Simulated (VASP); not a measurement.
# Pt: single point with r2SCAN

Pt:

```xyz
1
Lattice="0.0000 1.9579 2.0558 1.9579 0.0000 2.0558 1.9579 1.9579 0.0000" Properties=species:S:1:pos:R:3 pbc="T T T"
Pt    0.0000    0.0000    0.0000
```

This cell differs from its parent crystal: strain +0.000 along x and y, +0.050 along z.

```
Program                : VASP 6.6.1
Task                   : single point
Functional             : r2SCAN
Potentials or basis    : VASP PAW PBE potentials, release 64 (Pt)
Cutoff                 : 520 eV
k mesh                 : 20 × 20 × 20
Occupations            : gaussian, width 0.15 eV
Spin                   : no spin polarisation
Dipole correction      : no
Further INCAR settings : ALGO = Normal; EDIFF = 1e-06; NBANDS = 11
```

```
Pressure               : -6.6 GPa
Band gap on the k mesh : zero (bands 5 and 6 overlap by 2.47 eV)
```

Stress tensor (GPa, compression positive):
```
-5.10  0.00  0.00
 0.00 -5.10  0.00
 0.00  0.00 -9.66
```

Levels at points of the mesh, in eV from the Fermi level:
```
           k point  band 2  band 3  band 4  band 5  band 6  band 7  band 8  band 9
(0.00, 0.00, 0.00)   -4.00   -3.43   -3.43   -1.96   -1.32   15.64   19.77   20.90
(0.50, 0.00, 0.00)   -3.98   -3.46   -0.11   -0.10    0.16    5.84   15.15   19.24
(0.50, 0.50, 0.00)   -6.39   -0.03    0.45    0.45    1.45    8.03   12.49   12.49
(0.50, 0.00, 0.50)   -6.37   -0.09    0.24    0.75    2.37    9.31   11.48   11.72
```

It took 7.3 min on 1 thread of Oxide Virtual Turin-like Processor (shared host), peak memory 0.21 GiB.

Caveat: the cell differs from its parent crystal (strain +0.000 along x and y, +0.050 along z); the cell stands under tension; the PAW data sets were made with another functional, which shifts forces and pressure a little; spin-orbit coupling is left out, which moves the levels of the heavy elements.
